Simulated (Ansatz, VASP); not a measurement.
This is a calculation of SnO2 for VASP 6.6.1.

INCAR

```
SYSTEM = SnO2
PREC = Accurate
ENCUT = 520
EDIFF = 1E-6
ISMEAR = 0
SIGMA = 0.013000000000000001
LREAL = .FALSE.
LASPH = .TRUE.
NELM = 100
ALGO = Normal
ISIF = 2
LWAVE = .FALSE.
LCHARG = .FALSE.
GGA = PE
NBANDS = 64
```

KPOINTS

```
Automatic mesh
0
G
  6 6 6
  0 0 0
```

The input POSCAR:

```
SnO2
1.0
   -3.2488970000      3.4144700000      3.4140210000
    3.2488970000     -3.4144700000      3.4140210000
    3.2488970000      3.4144700000     -3.4140210000
Sn O
4 8
Direct
    0.5000000000      0.0000000000      0.0000000000
    0.5000000000      0.5000000000      0.5000000000
    0.0035990000      0.7535990000      0.2500000000
    0.9964010000      0.2464010000      0.7500000000
    0.8064960000      0.8037740000      0.4972780000
    0.8064960000      0.3092180000      0.0027220000
    0.3024350000      0.2459400000      0.0564950000
    0.6894450000      0.2459400000      0.4435050000
    0.3105550000      0.7540600000      0.5564950000
    0.1935040000      0.6907820000      0.9972780000
    0.6975650000      0.7540600000      0.9435050000
    0.1935040000      0.1962260000      0.5027220000
```

Potentials or basis: VASP PAW PBE potentials, release 64 (Sn_d, O).

Command:

```bash
$ cat potpaw_PBE.64/Sn_d/POTCAR potpaw_PBE.64/O/POTCAR > POTCAR
$ mpirun -np 1 vasp_std > vasp.out
```

Q: Translate it to Ansatz 0.2.0. Potentials there: Ansatz PAW.

A: As run (the cutoff follows the program's own potentials):

Contents of input.yaml:

```yaml
crystal:
  lattice:
    - [-3.248897, 3.41447, 3.414021]
    - [3.248897, -3.41447, 3.414021]
    - [3.248897, 3.41447, -3.414021]
  atoms:
    - { symbol: Sn, position: [0.5, 0.0, 0.0] }
    - { symbol: Sn, position: [0.5, 0.5, 0.5] }
    - { symbol: Sn, position: [0.003599, 0.753599, 0.25] }
    - { symbol: Sn, position: [0.996401, 0.246401, 0.75] }
    - { symbol: O, position: [0.806496, 0.803774, 0.497278] }
    - { symbol: O, position: [0.806496, 0.309218, 0.002722] }
    - { symbol: O, position: [0.302435, 0.24594, 0.056495] }
    - { symbol: O, position: [0.689445, 0.24594, 0.443505] }
    - { symbol: O, position: [0.310555, 0.75406, 0.556495] }
    - { symbol: O, position: [0.193504, 0.690782, 0.997278] }
    - { symbol: O, position: [0.697565, 0.75406, 0.943505] }
    - { symbol: O, position: [0.193504, 0.196226, 0.502722] }
hamiltonian:
  xc: pbe
  pseudopotentials: { kind: paw }
kpoints:
  mp_grid: { grid: [6, 6, 6] }
scf:
  occupations: { method: gaussian, width: 0.013 }
output:
  forces: true
  stress: true
  eigenvalues: true
```

Potentials or basis: Ansatz PAW.

Run with:

```console
$ ansatz run input.yaml --threads 4 --pin off --max-ram 11264MiB --backend cpu --events-out ev --progress --plain --runs-dir out
```

Both were run:

|  | VASP | Ansatz | Ansatz less VASP |
| --- | --- | --- | --- |
| gap on the k mesh at the Fermi level (eV) | 0.62 | 0.63 | +0.012 |
| least direct gap on the mesh (eV) | 0.62 | 0.63 | +0.012 |
| pressure (GPa) | -0.2 | -0.8 | -0.60 |
| traceless stress, the component that is largest in VASP (GPa) | -0.36 | -0.55 | -0.189 |
| rms of the force components (eV/Å) | 0.022 | 0.026 | +0.0039 |

Atom by atom the forces differ by 0.007 eV/Å (rms over components).
